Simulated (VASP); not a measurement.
Input of a VASP 6.6.1 run:

File INCAR:

```
SYSTEM = Mg3CdSe2O2
ALGO = Normal ; EDIFF = 1E-6
ENCUT = 520 ; GGA = PE
ISIF = 2 ; ISMEAR = 0
LASPH = .TRUE. ; LCHARG = .FALSE.
LREAL = .FALSE. ; LWAVE = .FALSE.
NBANDS = 31 ; NELM = 100
PREC = Accurate ; SIGMA = 0.02
```

Contents of KPOINTS:

```
k-points
0
G
  8 8 4
  0 0 0
```

File POSCAR:

```
Mg3CdSe2O2
1.0
    3.9220596721      0.0000000000      0.0000000000
    0.0000000000      3.9220596721      0.0000000000
    0.0000000000      0.0000000000      9.9427081416
Mg Cd Se O
3 1 2 2
Direct
    0.0000000000      0.0000000000      0.0000000000
    0.5000000000      0.5000000000      0.8467979616
    0.5000000000      0.5000000000      0.1532020384
    0.0000000000      0.0000000000      0.5000000000
    0.5000000000      0.0000000000      0.6794288223
    0.0000000000      0.5000000000      0.3205711777
    0.5000000000      0.0000000000      0.0625840512
    0.0000000000      0.5000000000      0.9374159488
```

Potentials or basis: VASP PAW PBE potentials, release 64 (Mg, Cd, Se, O).

Run with:

```console
$ cat potpaw_PBE.64/Mg/POTCAR potpaw_PBE.64/Cd/POTCAR potpaw_PBE.64/Se/POTCAR potpaw_PBE.64/O/POTCAR > POTCAR
$ mpirun -np 1 vasp_std > vasp.out
```

Problem. Predict the pressure.

Solution. -2.0 GPa.

Problem. Predict the largest force.

Solution. 0.046 eV/Å.

Problem. Estimate the band gap on the k mesh.

Solution. 0.98 eV, indirect (least direct gap 1.04 eV).

Forces on the atoms (eV/Å):
```
Mg   0.000  0.000  0.000
Mg   0.000  0.000  0.009
Mg   0.000  0.000 -0.009
Cd   0.000  0.000  0.000
Se   0.000  0.000  0.046
Se   0.000  0.000 -0.046
O    0.000  0.000  0.003
O    0.000  0.000 -0.003
```

 A k mesh can miss the band edges.
